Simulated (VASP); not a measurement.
Wanted: the native input for a VASP 6.6.1 run.

```
Task                   : single point
Functional             : PBE
Potentials or basis    : VASP PAW PBE potentials, release 64 (C, O)
Cutoff                 : 600 eV
k mesh                 : 6 × 6 × 4
Occupations            : gaussian, width 0.1 eV
Spin                   : no spin polarisation
Dipole correction      : no
Further INCAR settings : ALGO = Normal; EDIFF = 1e-06; NBANDS = 18
```

The structure of CO lies in POSCAR:

```
CO
1.0
    3.3922278395      0.0000000000      0.0000000000
    0.0000000000      3.3922278395      0.0000000000
    0.0000000000      0.0000000000      4.2863748516
C O
2 2
Direct
    0.0000000000      0.5000000000      0.2351000000
    0.5000000000      0.0000000000      0.7649000000
    0.0000000000      0.0000000000      0.0000000000
    0.5000000000      0.5000000000      0.0000000000
```

These files were run (other wordings do the same):

INCAR

```
ALGO = Normal ; EDIFF = 1E-6
ENCUT = 600 ; GGA = PE
GGA_COMPAT = False ; ISIF = 2
ISMEAR = 0 ; LASPH = True
LCHARG = False ; LREAL = False
LWAVE = False ; NBANDS = 18
NELM = 120 ; PREC = Accurate
SIGMA = 0.1
```

KPOINTS

```
k-points
0
Gamma
  6 6 4
```

Potentials or basis: VASP PAW PBE potentials, release 64 (C, O).

Command:

```sh
$ cat potpaw_PBE.64/C/POTCAR potpaw_PBE.64/O/POTCAR > POTCAR
$ mpirun -np 1 vasp_std > vasp.out
```

It gave:

The pressure is -22.0 GPa and the largest force is 3.113 eV/Å. The band gap on the k mesh is zero (bands 10 and 11 overlap by 0.13 eV).

Caveat: the k points lie up to 0.37 Å⁻¹ apart; forces of over 1 eV/Å act on the atoms, so gaps and moduli don't describe the material at rest.

Run time: 24 s on 1 thread of Intel(R) Xeon(R) Platinum 8259CL CPU @ 2.50GHz (Skylake/Cascade Lake), on a shared host, peak memory 0.17 GiB.
